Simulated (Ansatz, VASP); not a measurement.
**K2S: VASP beside Ansatz**

The input INCAR:

```
SYSTEM = K2S
ALGO = Normal
EDIFF = 1E-6
ENCUT = 500
GGA = PE
GGA_COMPAT = .False.
ISIF = 2
ISMEAR = -1
LASPH = .True.
LCHARG = .True.
LELF = .True.
LREAL = .False.
LVHAR = .True.
LWAVE = .False.
NBANDS = 19
NELM = 120
PREC = Accurate
SIGMA = 0.03
```

The input KPOINTS:

```
k-points
0
Gamma
  7 7 7
  0 0 0
```

POSCAR

```
K2S
1.0
    0.0000000000      3.7069394613      3.7069394613
    3.7069394613      0.0000000000      3.7069394613
    3.7069394613      3.7069394613      0.0000000000
K S
2 1
Direct
    0.7500000000      0.7500000000      0.7500000000
    0.2500000000      0.2500000000      0.2500000000
    0.0000000000      0.0000000000      0.0000000000
```

Input for Ansatz:

```yaml
crystal:
  lattice:
    - [0.0, 3.7069394613, 3.7069394613]
    - [3.7069394613, 0.0, 3.7069394613]
    - [3.7069394613, 3.7069394613, 0.0]
  atoms:
    - { symbol: K, position: [0.75, 0.75, 0.75] }
    - { symbol: K, position: [0.25, 0.25, 0.25] }
    - { symbol: S, position: [0.0, 0.0, 0.0] }
kpoints:
  mp_grid: { grid: [7, 7, 7] }
  band_path:
    path:
      - [0.0, 0.0, 0.0]
      - [0.5, 0.0, 0.5]
      - [0.625, 0.25, 0.625]
      - [0.375, 0.375, 0.75]
      - [0.0, 0.0, 0.0]
      - [0.5, 0.5, 0.5]
      - [0.5, 0.25, 0.75]
      - [0.5, 0.0, 0.5]
    npoints: 8
scf:
  occupations: { method: fermi_dirac, width: 0.03 }
hamiltonian:
  xc: pbe
  pseudopotentials: { kind: all_electron, lapw: { basis_error: 0.001 } }
output:
  forces: true
  stress: true
  eigenvalues: true
  populations: true
  dos: { projected: true, de: 0.2, e_range: [-14, 8] }
```

Alike in both runs: task single point; functional PBE; k mesh 7 × 7 × 7; occupations fermi-dirac, width 0.03 eV; no spin polarisation.

|  | VASP | Ansatz |
| --- | --- | --- |
| version | VASP 6.6.1 | Ansatz 0.2.0 |
| potentials or method | VASP PAW PBE potentials, release 64 (K_sv, S), cutoff 500 eV | all-electron LAPW, scalar-relativistic |

```tsv
	VASP	Ansatz	Ansatz less VASP
gap on the k mesh at the Fermi level (eV)	2.38	2.38	0.000
pressure (GPa)	0.4	0.4	-0.03
```

Ansatz ran all-electron here, and VASP with PAW potentials.
